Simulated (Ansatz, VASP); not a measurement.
# ZrB2 in VASP and in Ansatz

The input POSCAR:

```
ZrB2
1.0
    3.1909939893      0.0000000000      0.0000000000
   -1.5954969947      2.7634818581      0.0000000000
    0.0000000000      0.0000000000      3.5563980329
Zr B
1 2
Direct
    0.0000000000      0.0000000000      0.0000000000
    0.6666666667      0.3333333333      0.5000000000
    0.3333333333      0.6666666667      0.5000000000
```

File INCAR.step1:

```
ALGO     = Normal         # electronic algorithm
EDIFF    = 1E-4           # SCF threshold, eV
ENCUT    = 520            # plane-wave cutoff, eV
GGA      = PE             # functional
ISMEAR   = -1             # smearing method
LASPH    = T              # aspherical terms in the spheres
LCHARG   = F              # write CHGCAR
LREAL    = F              # projectors in reciprocal space
LWAVE    = T              # write WAVECAR
NBANDS   = 16             # bands
NELM     = 100            # most SCF steps
PREC     = Accurate       # precision mode
SIGMA    = 0.05           # smearing width, eV
```

The input INCAR.step2:

```
ALGO     = Normal         # electronic algorithm
EDIFF    = 1E-6           # SCF threshold, eV
ENCUT    = 520            # plane-wave cutoff, eV
ISIF     = 2              # what is computed and relaxed
ISMEAR   = -1             # smearing method
ISTART   = 1            
LASPH    = T              # aspherical terms in the spheres
LCHARG   = F              # write CHGCAR
LMIXTAU  = T            
LREAL    = F              # projectors in reciprocal space
LWAVE    = F              # write WAVECAR
METAGGA  = R2SCAN         # meta-GGA
NBANDS   = 16             # bands
NELM     = 100            # most SCF steps
PREC     = Accurate       # precision mode
SIGMA    = 0.05           # smearing width, eV
```

KPOINTS

```
k-points
0
Gamma
  10 10 8
```

The input input.yaml:

```yaml
crystal:
  lattice:
    - [3.1909939893, 0.0, 0.0]
    - [-1.5954969947, 2.7634818581, 0.0]
    - [0.0, 0.0, 3.5563980329]
  atoms:
    - { symbol: Zr, position: [0.0, 0.0, 0.0] }
    - { symbol: B, position: [0.6666666667, 0.3333333333, 0.5] }
    - { symbol: B, position: [0.3333333333, 0.6666666667, 0.5] }
hamiltonian:
  xc: r2scan
  pseudopotentials: { kind: paw }
kpoints:
  mp_grid: { grid: [10, 10, 8] }
scf:
  occupations: { method: fermi_dirac, width: 0.05 }
output:
  forces: true
  stress: true
  eigenvalues: true
```

Alike in both runs: task single point; functional r2SCAN; k mesh 10 × 10 × 8; occupations fermi-dirac, width 0.05 eV; no spin polarisation.

|  | VASP | Ansatz |
| --- | --- | --- |
| version | VASP 6.6.1 | Ansatz 0.2.0 |
| potentials or method | VASP PAW PBE potentials, release 64 (Zr_sv, B) | Ansatz PAW |
| plane-wave cutoff (eV) | 520 | 500 |
| valence electrons in the cell | 18 | 18 |

Ansatz gave:

- gap on the k mesh at the Fermi level (eV): none
- pressure (GPa): -3.9
- traceless stress, the component that is largest in VASP (GPa): 1.90

Question: Estimate VASP's values.

Answer: gap on the k mesh at the Fermi level (eV): none; pressure (GPa): -3.8; traceless stress, the component that is largest in VASP (GPa): 1.91.

VASP's potentials were made for PBE, not for r2SCAN. A gap of «none» marks a metal or a gap that the smearing closes.
